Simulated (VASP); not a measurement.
Write the native input for VASP 6.6.1 that does the following.

```yaml
Task: single point
Functional: PBE
Potentials_or_basis: VASP PAW PBE potentials, release 64 (Sc_sv, I)
Cutoff: 520 eV
k_mesh: 12 × 12 × 6
Occupations: gaussian, width 0.1 eV
Spin: no spin polarisation
Dipole_correction: no
Further_INCAR_settings: ALGO = Normal; EDIFF = 1e-06; NBANDS = 32
```

The structure of Sc3I2 lies in POSCAR:

```
Sc3I2
1.0
    4.9446054492      0.0000000000      0.0000000000
   -2.4723027246      4.2821539307      0.0000000000
    0.0000000000      0.0000000000      6.1197573852
Sc I
3 2
Direct
    0.0000000000      0.0000000000      0.0000000000
    0.3333333333      0.6666666667      0.6696452196
    0.6666666667      0.3333333333      0.3303547804
    0.3333333333      0.6666666667      0.1913745326
    0.6666666667      0.3333333333      0.8086254674
```

One way to write it, as run:

INCAR

```
SYSTEM = Sc3I2
PREC = Accurate ; ENCUT = 520
EDIFF = 1E-6 ; ISMEAR = 0
SIGMA = 0.1 ; LREAL = .False.
LASPH = .True. ; NELM = 60
ALGO = Normal ; ISIF = 2
LWAVE = .False. ; LCHARG = .False.
GGA = PE ; NBANDS = 32
```

KPOINTS

```
regular mesh
0
Gamma
  12 12 6
  0 0 0
```

Potentials or basis: VASP PAW PBE potentials, release 64 (Sc_sv, I).

The run is started by

```bash
$ cat potpaw_PBE.64/Sc_sv/POTCAR potpaw_PBE.64/I/POTCAR > POTCAR
$ mpirun -np 1 vasp_std > vasp.out
```

Results of the run:

- Pressure: 0.0 GPa
- Band gap on the k mesh: zero (an odd number of electrons rules out a gap without spin polarisation)

Caveat: spin-orbit coupling is left out, which moves the levels of the heavy elements.

Wall time 13 min on 1 thread of Oxide Virtual Turin-like Processor (shared host), peak memory 0.45 GiB.
